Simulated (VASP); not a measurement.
**BAs: G0W0 quasiparticle levels with PBE**

BAs:

```
B As
1.0
     0.00000    2.38850    2.38850
     2.38850    0.00000    2.38850
     2.38850    2.38850    0.00000
B As
1 1
Direct
  0.00000 0.00000 0.00000
  0.25000 0.25000 0.25000
```

```json
{"Program": "VASP 6.6.1", "Task": "G0W0 quasiparticle levels", "Functional": "PBE", "Potentials or basis": "VASP PAW PBE potentials, release 64 (B_GW, As_GW)", "Cutoff": "500 eV", "k mesh": "4 × 4 × 4", "Occupations": "gaussian, width 0.01 eV", "Spin": "no spin polarisation", "Dipole correction": "no", "GW scheme": "G0W0", "GW iterations": "1", "Cutoff of the response function": "113.3", "Frequency points": "48", "Empty bands": "133", "Further INCAR settings": "ALGO = EVGW0; EDIFF = 1e-08; NBANDS = 137"}
```

* Quasiparticle gap: 1.83 eV
* Least direct quasiparticle gap: 4.03 eV
* Band gap of the starting levels on the mesh: 1.41 eV
* Least direct gap of the starting levels on the mesh: 3.26 eV

Run time: 27 s on 1 thread of Intel(R) Xeon(R) 6975P-C (Granite Rapids), with other jobs on the host, peak memory 0.24 GiB.

Caveat: the k points lie up to 0.57 Å⁻¹ apart; bands, screening cutoff and mesh are small and nothing is extrapolated, so the quasiparticle values aren't converged.
